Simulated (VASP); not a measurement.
Pd:

```
Pd
1.0
    -1.57228    1.57228    1.57228
     1.57228   -1.57228    1.57228
     1.57228    1.57228   -1.57228
Pd
1
Direct
  0.00000 0.00000 0.00000
```

| Quantity | Value |
| --- | --- |
| Program | VASP 6.6.1 |
| Task | relaxation of cell and atoms |
| Functional | LDA |
| Potentials or basis | VASP PAW LDA potentials, release 64 (Pd) |
| Cutoff | 600 eV |
| k mesh | 12 × 12 × 12 |
| Occupations | fermi-dirac, width 0.05 eV |
| Spin | no spin polarisation |

At the start: pressure -15.1 GPa; volume 15.55 Å³/atom.

Problem. Where does the relaxation end?

Solution. Over 7 steps the energy falls by 66.3 meV/atom and the volume is 14.27 Å³/atom (-8.2 %); space group Im-3m (No. 229, to 0.05 Å).

The path:
| step | energy change (eV) | largest force (eV/Å) | pressure (GPa) | volume (Å³) |
| --- | --- | --- | --- | --- |
| 1 | 0.0000 | 0.0000 | -15.12 | 15.55 |
| 2 | 0.1401 | 0.0000 | 42.40 | 12.47 |
| 3 | -0.0662 | 0.0000 | -0.72 | 14.31 |
| 4 | -0.0663 | 0.0000 | -0.18 | 14.28 |
| 5 | -0.0663 | 0.0000 | 0.21 | 14.25 |
| 6 | -0.0663 | 0.0000 | -0.29 | 14.29 |
| 7 | -0.0663 | 0.0000 | -0.01 | 14.27 |

Final structure:
```xyz
1
Lattice="-1.5278 1.5278 1.5278 1.5278 -1.5278 1.5278 1.5278 1.5278 -1.5278" Properties=species:S:1:pos:R:3 pbc="T T T"
Pd    0.0000    0.0000    0.0000
```
